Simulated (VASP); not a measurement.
CaH2Pt:

```
Ca H Pt
1.0
     4.26805    0.00000    0.00000
    -2.13403    3.69624    0.00000
     0.00000    0.00000    5.41669
Ca H Pt
1 2 1
Direct
  0.00000 0.00000 0.00000
  0.33333 0.66667 0.00000
  0.66667 0.33333 0.00000
  0.00000 0.00000 0.50000
```

The cell was built from a structure type or drawn by symmetry, and may not be a known phase.

| Quantity | Value |
| --- | --- |
| Program | VASP 6.6.1 |
| Task | relaxation of cell and atoms |
| Functional | PBE |
| Potentials or basis | VASP PAW PBE potentials, release 64 (Ca_sv, H, Pt) |
| Cutoff | 600 eV |
| k mesh | 6 × 6 × 4 |
| Occupations | gaussian, width 0.1 eV |
| Spin | no spin polarisation |

At the start: pressure -3.6 GPa; volume 21.36 Å³/atom.

Task: Where does the relaxation end?

Result: Over 6 steps the energy falls by 262.3 meV/atom and the volume is 16.56 Å³/atom (-22.5 %); space group P6/mmm (No. 191, to 0.1 Å) before and after.

Step by step:
```tsv
step	energy change (eV)	largest force (eV/Å)	pressure (GPa)	volume (Å³)
1	0.0000	0.0000	-3.62	85.45
2	-0.4852	0.0000	-3.91	79.42
3	-0.9011	0.0000	4.59	61.04
4	-1.0194	0.0000	-1.68	68.84
5	-1.0479	0.0000	-0.51	66.71
6	-1.0491	0.0000	-0.21	66.22
```

Final structure:
```xyz
4
Lattice="3.5775 0.0000 0.0000 -1.7888 3.0982 0.0000 0.0000 0.0000 5.9746" Properties=species:S:1:pos:R:3 pbc="T T T"
Ca    0.0000    0.0000    0.0000
H     0.0000    2.0655    0.0000
H     1.7888    1.0327    0.0000
Pt    0.0000    0.0000    2.9873
```

Caveat: the volume moved by over 15 % at a fixed basis, so the end points are rough.
